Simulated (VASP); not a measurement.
Input of a VASP 6.6.1 run:

The input INCAR:

```
  ALGO = Normal
  EDIFF = 1E-7
  EDIFFG = -0.04
  ENCUT = 500
  GGA = PE
  GGA_COMPAT = False
  IBRION = 2
  ISIF = 3
  ISMEAR = 0
  LASPH = True
  LCHARG = False
  LMAXMIX = 6
  LREAL = False
  LWAVE = False
  NELM = 200
  NELMIN = 4
  NSW = 90
  PREC = Accurate
  SIGMA = 0.1
```

Contents of KPOINTS:

```
k-points
0
Gamma
  6 6 6
```

The input POSCAR:

```
NdZrS2
1.0
    1.9525640493      1.1273133795      6.2092970384
   -1.9525640493      1.1273133795      6.2092970384
    0.0000000000     -2.2546267590      6.2092970384
Nd Zr S
1 1 2
Direct
    0.5000000000      0.5000000000      0.5000000000
    0.0000000000      0.0000000000      0.0000000000
    0.7417227085      0.7417227085      0.7417227085
    0.2582772915      0.2582772915      0.2582772915
```

Potentials or basis: VASP PAW PBE potentials, release 64 (Nd_3, Zr_sv, S), 4f in core.

Command:

```sh
$ cat potpaw_PBE.64/Nd_3/POTCAR potpaw_PBE.64/Zr_sv/POTCAR potpaw_PBE.64/S/POTCAR > POTCAR
$ mpirun -np 1 vasp_std > vasp.out
```

(1) What does it give for the relaxed cell?

(2) Predict the space group after relaxing (to 0.1 Å).

## Answers

(1) a = 6.797 Å, b = 6.797 Å, c = 6.797 Å, α = 32.86°, β = 32.86°, γ = 32.86°.

(2) R-3m (No. 166).

Caveat: the run has no spin polarisation, though such a crystal can be magnetic.
